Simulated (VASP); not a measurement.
# Ta2NbO3 (P4/mmm) in VASP: single point with PBE

Aim: the single point of Ta2NbO3 with PBE.

Program: VASP 6.6.1. These are calculated values, not measurements. Logs are shortened: lines on timing, memory, paths and dates and some standing lists are left out, and cuts for length are marked.

### 1 The cell of the first run

The structure is tetragonal, space group P4/mmm (No. 123). Conventional cell: a = 3.411 Å, b = 3.411 Å, c = 7.435 Å, α = 90.00°, β = 90.00°, γ = 90.00°. Within 2.3 Å of Ta (site symmetry 4/mmm) lie 4 O at 1.71 Å. Ta (site symmetry 4/mmm) has 4 O at 1.71 Å within 2.3 Å. Nb (site symmetry 4/mmm) has 4 O at 2.41 Å within 3.2 Å. O (site symmetry mmm) has 4 Ta at 1.71 Å within 2.3 Å. O (site symmetry 4/mmm) has 4 Nb at 2.41 Å within 3.2 Å.

### 2 Single point, PBE

File INCAR:

```
ALGO     = Normal         # electronic algorithm
EDIFF    = 1E-6           # SCF threshold, eV
ENCUT    = 520            # plane-wave cutoff, eV
GGA      = PE             # functional
ISIF     = 2              # what is computed and relaxed
ISMEAR   = 0              # smearing method
LASPH    = True           # aspherical terms in the spheres
LCHARG   = True           # write CHGCAR
LELF     = True           # ELF
LREAL    = False          # projectors in reciprocal space
LVHAR    = True         
LWAVE    = False          # write WAVECAR
NBANDS   = 36             # bands
NELM     = 60             # most SCF steps
PREC     = Accurate       # precision mode
SIGMA    = 0.1            # smearing width, eV
```

File KPOINTS:

```
k-points
0
Gamma
  6 6 4
```

File POSCAR:

```
Ta2NbO3
1.0
    3.4110059200      0.0000000000      0.0000000000
    0.0000000000      3.4110059200      0.0000000000
    0.0000000000      0.0000000000      7.4347036400
Ta Nb O
2 1 3
Direct
    0.0000000000      0.0000000000      0.5000000000
    0.5000000000      0.5000000000      0.5000000000
    0.5000000000      0.5000000000      0.0000000000
    0.5000000000      0.0000000000      0.5000000000
    0.0000000000      0.5000000000      0.5000000000
    0.0000000000      0.0000000000      0.0000000000
```

Potentials or basis: VASP PAW PBE potentials, release 64 (Ta_pv, Nb_sv, O).

On the command line:

```console
$ cat potpaw_PBE.64/Ta_pv/POTCAR potpaw_PBE.64/Nb_sv/POTCAR potpaw_PBE.64/O/POTCAR > POTCAR
$ mpirun -np 1 vasp_std > vasp.out
```

OUTCAR:

```text
EDIFF = 1E-6
   ENCUT = 520
   GGA = PE
   ISIF = 2
   ISMEAR = 0
   LASPH = True
   LREAL = False
   NELM = 60
   PREC = Accurate

 ion  position               nearest neighbor table
   1  0.000  0.000  0.500-   4 1.71   5 1.71   5 1.71   4 1.71   2 2.41   2 2.41   2 2.41   2 2.41

   2  0.500  0.500  0.500-   4 1.71   5 1.71   4 1.71   5 1.71   1 2.41   1 2.41   1 2.41   1 2.41

   3  0.500  0.500  0.000-   6 2.41   6 2.41   6 2.41   6 2.41
   4  0.500  0.000  0.500-   1 1.71   2 1.71   2 1.71   1 1.71
   5  0.000  0.500  0.500-   1 1.71   2 1.71   1 1.71   2 1.71
   6  0.000  0.000  0.000-   3 2.41   3 2.41   3 2.41   3 2.41

  LATTYP: Found a simple tetragonal cell.
 ALAT       =     3.4110059200
 C/A-ratio  =     2.1796220277

  Lattice vectors:

 A1 = (   3.4110059200,   0.0000000000,   0.0000000000)
 A2 = (   0.0000000000,   3.4110059200,   0.0000000000)
 A3 = (   0.0000000000,   0.0000000000,   7.4347036400)

Analysis of symmetry for initial positions (statically):
=====================================================================
 Subroutine PRICEL returns:
 Original cell was already a primitive cell.

 Routine SETGRP: Setting up the symmetry group for a
 simple tetragonal supercell.

 Subroutine GETGRP returns: Found 16 space group operations
 (whereof 16 operations were pure point group operations)
 out of a pool of 16 trial point group operations.

The static configuration has the point symmetry D_4h.

Analysis of symmetry for dynamics (positions and initial velocities):
=====================================================================
 Subroutine PRICEL returns:
 Original cell was already a primitive cell.

 Routine SETGRP: Setting up the symmetry group for a
 simple tetragonal supercell.

 Subroutine GETGRP returns: Found 16 space group operations
 (whereof 16 operations were pure point group operations)
 out of a pool of 16 trial point group operations.

The dynamic configuration has the point symmetry D_4h.

 Subroutine INISYM returns: Found 16 space group operations
 (whereof 16 operations are pure point group operations),
 and found     1 'primitive' translations

----------------------------------------------------------------------------------------

                                     Primitive cell

  volume of cell :      86.5025

  direct lattice vectors                    reciprocal lattice vectors
     3.411005920  0.000000000  0.000000000     0.293168650  0.000000000  0.000000000
     0.000000000  3.411005920  0.000000000     0.000000000  0.293168650  0.000000000
     0.000000000  0.000000000  7.434703640     0.000000000  0.000000000  0.134504353

  length of vectors
     3.411005920  3.411005920  7.434703640     0.293168650  0.293168650  0.134504353

  position of ions in fractional coordinates (direct lattice)
     0.000000000  0.000000000  0.500000000
     0.500000000  0.500000000  0.500000000
     0.500000000  0.500000000  0.000000000
     0.500000000  0.000000000  0.500000000
     0.000000000  0.500000000  0.500000000
     0.000000000  0.000000000  0.000000000

  ion indices of the primitive-cell ions
   primitive index   ion index
                 1           1
                 2           2
                 3           3
                 4           4
                 5           5
                 6           6

----------------------------------------------------------------------------------------

 KPOINTS: k-points

Automatic generation of k-mesh.
 Grid dimensions read from file:
 generate k-points for:    6    6    4

 Generating k-lattice:

  Cartesian coordinates                     Fractional coordinates (reciprocal lattice)
     0.048861442  0.000000000  0.000000000     0.166666667  0.000000000  0.000000000
     0.000000000  0.048861442  0.000000000     0.000000000  0.166666667  0.000000000
     0.000000000  0.000000000  0.033626088     0.000000000  0.000000000  0.250000000

  Length of vectors
     0.048861442  0.048861442  0.033626088

  Shift w.r.t. Gamma in fractional coordinates (k-lattice)
     0.000000000  0.000000000  0.000000000

 Subroutine IBZKPT returns following result:
 ===========================================

 Found     30 irreducible k-points:

 Following reciprocal coordinates:
            Coordinates               Weight
  0.000000  0.000000  0.000000      1.000000
  0.166667  0.000000  0.000000      4.000000
  0.333333  0.000000  0.000000      4.000000
  0.500000  0.000000  0.000000      2.000000
  0.166667  0.166667  0.000000      4.000000
  0.333333  0.166667  0.000000      8.000000
[... 16 lines left out ...]
  0.333333  0.000000  0.500000      4.000000
  0.500000  0.000000  0.500000      2.000000
 [... further k-points ...]
   k-points           NKPTS =     30   k-points in BZ     NKDIM =     30   number of bands    NBANDS=     36
   number of dos      NEDOS =    301   number of ions     NIONS =      6
   total plane-waves  NPLWV =  43904
   dimension x,y,z NGX =    28 NGY =   28 NGZ =   56
   dimension x,y,z NGXF=    56 NGYF=   56 NGZF=  112
   ions per type =               2   1   3
   NGX,Y,Z   is equivalent  to a cutoff of  13.65, 13.65, 12.52 a.u.
   NGXF,Y,Z  is equivalent  to a cutoff of  27.29, 27.29, 25.04 a.u.
 SYSTEM =  unknown system
   PREC   = accura    normal or accurate (medium, high low for compatibility)
   ISTART =      0    job   : 0-new  1-cont  2-samecut
   ICHARG =      2    charge: 1-file 2-atom 10-const
   ISPIN  =      1    spin polarized calculation?
   LNONCOLLINEAR =      F non collinear calculations
   LSORBIT =      F    spin-orbit coupling
   LASPH  =      T    aspherical Exc in radial PAW
   ENCUT  =  520.0 eV  38.22 Ry    6.18 a.u.   6.34  6.34 13.82*2*pi/ulx,y,z
   NELM   =     60;   NELMIN=  2; NELMDL= -5     # of ELM steps
   EDIFF  = 0.1E-05   stopping-criterion for ELM
   LREAL  =      F    real-space projection
   EDIFFG = 0.1E-04   stopping-criterion for IOM
   NSW    =      0    number of steps for IOM
   IBRION =     -1    ionic relax: 0-MD 1-quasi-New 2-CG
   NFREE  =      0    steps in history (QN), initial steepest desc. (CG)
   ISIF   =      2    stress and relaxation
   ISYM   =      2    0-nonsym 1-usesym 2-fastsym
   POTIM  = 0.5000    time-step for ionic-motion
   TEBEG  =    0.0;   TEEND  =   0.0 temperature during run
   PSTRESS=    0.0 pullay stress
   NELECT =      53.0000    total number of electrons
   NUPDOWN=      -1.0000    fix difference up-down
   EMIN   =  10.00;   EMAX   =-10.00  energy-range for DOS
   EFERMI =   0.00;   METHOD = LEGACY
   ISMEAR =     0;   SIGMA  =   0.10  broadening in eV -4-tet -1-fermi 0-gaus
   EFERMI_NEDOS =   21; number of points for ismear=-14 and -15
   IALGO  =     38    algorithm
   IMIX   =      4    mixing-type and parameters
     AMIX     =   0.40;   BMIX     =  1.00
     AMIX_MAG =   1.60;   BMIX_MAG =  1.00
  volume/ion in A,a.u.               =      14.42        97.29
  Fermi-wavevector in a.u.,A,eV,Ry     =   1.390456  2.627581 26.305067  1.933368
  Thomas-Fermi vector in A             =   2.514389
   LORBIT       =      0    0 simple, 1 ext, 2 COOP (PROOUT), +10 PAW based schemes
   GGA     = PE    functional components
   LHFCALC =     F    Hartree Fock is set to
   AEXX    =    0.0000 exact exchange contribution
   IVDW    =     0    specifies the selected vdW correction
   LEPSILON=     F    determine dielectric tensor
   LRPA    =     F    only Hartree local field effects (RPA)
 non-spin polarized calculation
 Gauss-broadening in eV      SIGMA  =   0.10
  energy-cutoff  :      520.00
  volume of cell :       86.50
 maximum number of plane-waves:      2352
 NGX is ok and might be reduce to    28
   NGX = 13   NGY = 13   NGZ = 27

 number of electron      52.9999982 magnetization

 Free energy of the ion-electron system (eV)
  ---------------------------------------------------
  ext. energy  EPLUGINS =         0.00000000
  ---------------------------------------------------
  free energy    TOTEN  =       -32.14259940 eV

  energy without entropy =      -32.11874891  energy(sigma->0) =      -32.13067416

 E-fermi :   6.5341     XC(G=0): -11.0348

 val. band max:        6.5251318455   @ k =   0.5000   0.1667   0.2500
 cond. band min:       6.5519234301   @ k =   0.3333   0.0000   0.2500
 fundamental gap:      0.0267915846
 Fermi energy:         6.5340675812

 k-point     1 :       0.0000    0.0000    0.0000
  band No.  band energies     occupation
      1     -49.8715      2.00000
      2     -32.2823      2.00000
      3     -32.2823      2.00000
      4     -29.0866      2.00000
      5     -28.8139      2.00000
      6     -28.8139      2.00000
[... 28 lines left out ...]
     35       9.9298      0.00000
     36       9.9298      0.00000

 k-point     2 :       0.1667    0.0000    0.0000
  band No.  band energies     occupation
      1     -49.8685      2.00000
      2     -32.2999      2.00000
      3     -32.0914      2.00000
      4     -29.4747      2.00000
      5     -29.1020      2.00000
      6     -29.0065      2.00000
[... 28 lines left out ...]
     35       9.1345      0.00000
     36      10.6683      0.00000

 k-point     3 :       0.3333    0.0000    0.0000
  band No.  band energies     occupation
      1     -49.8626      2.00000
      2     -32.1843      2.00000
      3     -31.5461      2.00000
      4     -30.6955      2.00000
      5     -29.8363      2.00000
      6     -28.7904      2.00000
[... 28 lines left out ...]
     35      10.3860      0.00000
     36      11.7931      0.00000
[... 742 lines left out ...]
 k-point    23 :       0.3333    0.0000    0.5000
  band No.  band energies     occupation
      1     -49.8626      2.00000
      2     -32.1843      2.00000
      3     -31.5461      2.00000
      4     -30.6955      2.00000
      5     -29.8363      2.00000
      6     -28.7903      2.00000
[... 28 lines left out ...]
     35      11.6050      0.00000
     36      12.0317      0.00000

 k-point    24 :       0.5000    0.0000    0.5000
  band No.  band energies     occupation
      1     -49.8596      2.00000
      2     -31.6836      2.00000
      3     -31.6683      2.00000
      4     -30.7462      2.00000
      5     -30.7282      2.00000
      6     -28.5316      2.00000
[... 28 lines left out ...]
     35      10.1023      0.00000
     36      11.3206      0.00000

 [... further k-points ...]

------------------------ aborting loop because EDIFF is reached ----------------------------------------

  FORCE on cell =-STRESS in cart. coord.  units (eV):
  Direction    XX          YY          ZZ          XY          YZ          ZX
  --------------------------------------------------------------------------------------
  -------------------------------------------------------------------------------------
  Total      117.5677176    117.5677176     -5.5907303      0.0000000     -0.0000000      0.0000000
  in kB     2177.5596553   2177.5596553   -103.5500986      0.0000000     -0.0000000      0.0000000
  external PRESSURE =    1417.1897374 kB  Pullay stress =       0.0000000 kB

 VOLUME and BASIS-vectors are now :
 -----------------------------------------------------------------------------
  energy-cutoff  :      520.00
  volume of cell :       86.50
      direct lattice vectors                 reciprocal lattice vectors
     3.411005920  0.000000000  0.000000000     0.293168650  0.000000000  0.000000000
     0.000000000  3.411005920  0.000000000     0.000000000  0.293168650  0.000000000
     0.000000000  0.000000000  7.434703640     0.000000000  0.000000000  0.134504353

 POSITION                                       TOTAL-FORCE (eV/Angst)
 -----------------------------------------------------------------------------------
      0.00000      0.00000      3.71735         0.000000      0.000000      0.000000
      1.70550      1.70550      3.71735         0.000000      0.000000      0.000000
      1.70550      1.70550      0.00000         0.000000      0.000000      0.000000
      1.70550      0.00000      3.71735         0.000000      0.000000      0.000000
      0.00000      1.70550      3.71735         0.000000      0.000000      0.000000
      0.00000      0.00000      0.00000         0.000000      0.000000      0.000000
 -----------------------------------------------------------------------------------
    total drift:                                0.000000      0.000000      0.000000

  FREE ENERGIE OF THE ION-ELECTRON SYSTEM (eV)
  ---------------------------------------------------
  free  energy   TOTEN  =       -32.1425993970 eV

  energy  without entropy=      -32.1187489137  energy(sigma->0) =      -32.13067416
```

It took 93 s on 1 thread of Intel Xeon Platinum 8375C at 2.90GHz (Ice Lake), shared host; peak memory 0.25 GiB.

What came out:

| Property | Result |
| --- | --- |
| Free energy | -32.1426 eV |
| Pressure | 141.7 GPa |

Levels at points of the mesh, in eV from the Fermi level:
| k point | band 24 | band 25 | band 26 | band 27 | band 28 | band 29 |
| --- | --- | --- | --- | --- | --- | --- |
| (0.00, 0.00, 0.00) | -3.93 | -3.65 | -3.65 | -2.12 | 0.36 | 0.62 |
| (0.50, 0.00, 0.00) | -1.42 | -1.02 | -0.93 | 0.56 | 0.79 | 0.84 |
| (0.50, 0.50, 0.00) | -0.83 | -0.83 | -0.26 | 1.19 | 1.67 | 1.79 |
| (0.00, 0.00, 0.50) | -3.60 | -3.60 | -2.82 | -2.12 | -1.58 | 0.56 |
| (0.50, 0.00, 0.50) | -0.98 | -0.93 | -0.85 | -0.62 | 0.76 | 0.79 |
| (0.50, 0.50, 0.50) | -0.92 | -0.65 | -0.09 | 0.05 | 1.10 | 1.79 |

Caveat: spin-orbit coupling is left out, which moves the levels of the heavy elements; an odd number of electrons without spin polarisation forces a metal; a magnetic or distorted state may lie lower.
